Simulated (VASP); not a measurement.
Runs of VASP 6.6.1 on GaN. Symmetry: Fm-3m, No. 225, cubic system. Conventional cell: a = 4.217 Å, b = 4.217 Å, c = 4.217 Å, α = 90.00°, β = 90.00°, γ = 90.00°. Within 2.8 Å of Ga (site symmetry m-3m) lie 6 N at 2.11 Å. N (site symmetry m-3m) has 6 Ga at 2.11 Å within 2.8 Å. 

| task | level | potentials or basis | k mesh | cutoff (eV) | smearing | grid for exact exchange (PRECFOCK) | screening parameter | second run | GW scheme | GW iterations | gap on the mesh (eV) | pressure (GPa) |
| --- | --- | --- | --- | --- | --- | --- | --- | --- | --- | --- | --- | --- |
| single point | HSE06 | VASP PAW PBE potentials, release 64 (Ga_d, N) | 6 × 6 × 6 | 520 | gaussian 0.01 eV | Normal | 0.2079 1/Å | - | - | - | 1.89 | (a) |
| single point | PBE | VASP PAW PBE potentials, release 64 (Ga_d, N) | 5 × 5 × 5 | 600 | gaussian 0.01 eV | - | - | - | - | - | 1.36 | 8.6 |
| single point | r2SCAN | VASP PAW PBE potentials, release 64 (Ga_d, N_h) | 8 × 8 × 8 | 910 | gaussian 0.01 eV | - | - | hard_potentials | - | - | 1.17 | 1.0 |
| single point | PBE | VASP PAW PBE potentials, release 64 (Ga_d, N) | 3 × 3 × 3 | 520 | gaussian 0.01 eV | - | - | - | - | - | (d) | (b) |
| single point | HSE06 | VASP PAW PBE potentials, release 64 (Ga_d, N) | 4 × 4 × 4 | 520 | gaussian 0.01 eV | Normal | 0.2079 1/Å | - | - | - | 2.10 | (c) |
| single point | PBE | VASP PAW PBE potentials, release 64 (Ga_d, N) | 8 × 8 × 8 | 520 | gaussian 0.01 eV | - | - | - | - | - | 0.65 | 9.1 |
| single point | PBE | VASP PAW PBE potentials, release 64 (Ga_d, N) | 8 × 8 × 8 | 520 | fermi-dirac 0.5 eV | - | - | - | - | - | - | 11.4 |
| single point | PBE | VASP PAW PBE potentials, release 64 (Ga_d, N) | 8 × 8 × 8 | 600 | gaussian 0.2 eV | - | - | - | - | - | 0.65 | 8.9 |
| single point | PBE | VASP PAW PBE potentials, release 64 (Ga_d, N) | 8 × 8 × 8 | 600 | gaussian 0.5 eV | - | - | - | - | - | 0.66 | 9.2 |
| single point | r2SCAN | VASP PAW PBE potentials, release 64 (Ga_d, N) | 8 × 8 × 8 | 520 | gaussian 0.01 eV | - | - | - | - | - | 1.17 | 1.3 |

Alike in all rows: no spin polarisation; cell a = 2.982 Å, angles 60.0°, 2 atoms.

Task: Fill in the values left out.

Result: (a) -0.4; (b) 8.5; (c) -0.9; (d) 2.51.

Caveats: some runs use coarse meshes; the PAW data sets were made with another functional, which shifts forces and pressure a little (some runs); the cutoff is under 1.25 times the usual one of these potentials, so pressure, stress and relaxed cells hold a basis-set (Pulay) error (some runs).

A k mesh can miss the band edges, and the runs leave out spin-orbit coupling on Ga.
